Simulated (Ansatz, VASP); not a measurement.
BaTiO3 in VASP and in Ansatz

Contents of INCAR:

```
ALGO = Normal
EDIFF = 1E-7
ENCUT = 520
GGA = PE
ISIF = 2
ISMEAR = 0
LASPH = T
LCHARG = T
LELF = T
LREAL = F
LVHAR = T
LWAVE = F
NBANDS = 28
NELM = 100
PREC = Accurate
SIGMA = 0.02
```

The input KPOINTS:

```
k-points
0
Gamma
  8 8 6
```

Contents of POSCAR:

```
BaTiO3
1.0
    3.8061045534      0.0000000000      0.0000000000
    0.0000000000      3.8061045534      0.0000000000
    0.0000000000      0.0000000000      4.8708145618
Ba Ti O
1 1 3
Direct
    0.5000000000      0.5000000000      0.6448347112
    0.0000000000      0.0000000000      0.1331971228
    0.0000000000      0.5000000000      0.0411063091
    0.5000000000      0.0000000000      0.0411063091
    0.0000000000      0.0000000000      0.4997525376
```

Input for Ansatz:

```yaml
crystal:
  lattice:
    - [3.8061045534, 0.0, 0.0]
    - [0.0, 3.8061045534, 0.0]
    - [0.0, 0.0, 4.8708145618]
  atoms:
    - { symbol: Ba, position: [0.5, 0.5, 0.6448347112] }
    - { symbol: Ti, position: [0.0, 0.0, 0.1331971228] }
    - { symbol: O, position: [0.0, 0.5, 0.0411063091] }
    - { symbol: O, position: [0.5, 0.0, 0.0411063091] }
    - { symbol: O, position: [0.0, 0.0, 0.4997525376] }
basis:
  ecutwfc: 420
kpoints:
  mp_grid: { grid: [8, 8, 6] }
  band_path: { path: [VBM, CBM], npoints: 2 }
hamiltonian:
  xc: pbe
scf:
  occupations: { method: gaussian, width: 0.02 }
output:
  forces: true
  stress: true
  eigenvalues: true
checkpoint:
  read: start.run
  write: ck
  compress: false
  write_wavefunctions: false
  write_every: 100000
```

Alike in both runs: task single point; functional PBE; k mesh 8 × 8 × 6; occupations gaussian, width 0.02 eV; no spin polarisation.

|  | VASP | Ansatz |
| --- | --- | --- |
| version | VASP 6.6.1 | Ansatz 0.2.0 |
| potentials or method | VASP PAW PBE potentials, release 64 (Ba_sv, Ti_sv, O), cutoff 520 eV | scalar-relativistic, plane waves, PAW |
| valence electrons in the cell | 40 | 40 |

VASP gave:

```
gap on the k mesh at the Fermi level (eV)                     : 1.90
least direct gap on the mesh (eV)                             : 2.66
pressure (GPa)                                                : 5.0
traceless stress, the component that is largest in VASP (GPa) : -3.47
rms of the force components (eV/Å)                            : 0.053
```

Question: What did Ansatz give for the same quantities?

Answer: gap on the k mesh at the Fermi level (eV): 1.95; least direct gap on the mesh (eV): 2.67; pressure (GPa): 3.5; traceless stress, the component that is largest in VASP (GPa): -3.51; rms of the force components (eV/Å): 0.000.

Atom by atom the forces differ by 0.053 eV/Å (rms over components).

Neither program's run includes spin-orbit coupling.
